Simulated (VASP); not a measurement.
A run of VASP 6.6.1 is set up as follows.

INCAR

```
PREC     = Accurate       # precision mode
ENCUT    = 520            # plane-wave cutoff, eV
EDIFF    = 1E-7           # SCF threshold, eV
ISMEAR   = 0              # smearing method
SIGMA    = 0.1            # smearing width, eV
LREAL    = F              # projectors in reciprocal space
LASPH    = T              # aspherical terms in the spheres
NELM     = 60             # most SCF steps
ALGO     = Normal         # electronic algorithm
ISIF     = 2              # what is computed and relaxed
LWAVE    = F              # write WAVECAR
LCHARG   = F              # write CHGCAR
GGA      = PE             # functional
NBANDS   = 22             # bands
```

KPOINTS

```
regular mesh
0
Gamma
  8 6 6
```

POSCAR

```
C2N
1.0
    2.5523193152     -0.5703829485      0.3151843498
   -0.4948345865      3.5844231265     -0.5199626627
    0.8917263720      0.6749809267      4.2649706567
C N
4 2
Direct
    0.2170606372      0.2226504000      0.8067591474
    0.8905079312      0.4494832109      0.6787486874
    0.1094920688      0.5505167891      0.3212513126
    0.7829393628      0.7773496000      0.1932408526
    0.9400381213      0.7972111671      0.8463347808
    0.0599618787      0.2027888329      0.1536652192
```

Potentials or basis: VASP PAW PBE potentials, release 64 (C, N).

Launch:

```bash
$ cat potpaw_PBE.64/C/POTCAR potpaw_PBE.64/N/POTCAR > POTCAR
$ mpirun -np 1 vasp_std > vasp.out
```

(1) Predict the band gap on the k mesh.

(2) Predict the largest force.

(3) Predict the pressure.

Results:

(1) 0.42 eV (least direct gap 1.56 eV).

(2) 0.074 eV/Å.

(3) 0.6 GPa.
